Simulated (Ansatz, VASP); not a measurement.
## Sc5Al11N16 in VASP and in Ansatz

```
Al Sc N
1.0
     6.51095    0.00000    0.00000
    -3.25547    5.67482   -0.00187
     0.00000   -0.00335   10.20018
Al Sc N
11 5 16
Direct
  0.16802 0.33603 0.50841
  0.33660 0.16393 0.75049
  0.16887 0.83317 0.99770
  0.33146 0.66292 0.24489
  0.33705 0.67410 0.75485
  0.66683 0.33367 0.99318
  0.66832 0.33664 0.50627
  0.82733 0.16393 0.75049
  0.66429 0.83317 0.99770
  0.83076 0.66151 0.24129
  0.83355 0.66709 0.75682
  0.16847 0.33695 0.98466
  0.33827 0.17410 0.24680
  0.16157 0.82580 0.49728
  0.83583 0.17410 0.24680
  0.66423 0.82580 0.49728
  0.17559 0.35119 0.18596
  0.34170 0.18416 0.45479
  0.16849 0.33697 0.70323
  0.34345 0.15494 0.93899
  0.15953 0.81808 0.18905
  0.32157 0.64314 0.43373
  0.16401 0.83118 0.70282
  0.34494 0.68988 0.93959
  0.67582 0.35164 0.17788
  0.84247 0.18416 0.45479
  0.66919 0.33837 0.69616
  0.81149 0.15494 0.93899
  0.65855 0.81808 0.18905
  0.82059 0.64118 0.42962
  0.66717 0.83118 0.70282
  0.83400 0.66800 0.94363
```

Alike in both runs: functional PBE; k mesh 4 × 4 × 3; no spin polarisation.

Ansatz relaxed the structure, and its values are those at the end. VASP's run is a single point on that final structure, the one shown.

|  | VASP | Ansatz |
| --- | --- | --- |
| version | VASP 6.6.1 | Ansatz 0.2.0 |
| potentials or method | VASP PAW PBE potentials, release 64 (Al, Sc_sv, N) | scalar-relativistic, plane waves, PAW |
| plane-wave cutoff (eV) | 520 | 420 |
| occupations | gaussian, width 0.01 eV | fixed |
| valence electrons in the cell | 168 | 168 |

|  | VASP | Ansatz | Ansatz less VASP |
| --- | --- | --- | --- |
| gap on the k mesh at the Fermi level (eV) | 3.43 | 3.42 | -0.007 |
| least direct gap on the mesh (eV) | 3.45 | 3.44 | -0.007 |
| pressure (GPa) | 0.2 | 0.0 | -0.16 |
| rms of the force components (eV/Å) | 0.026 | 0.001 | -0.0246 |

Ansatz's warnings: stress scf threshold loose.
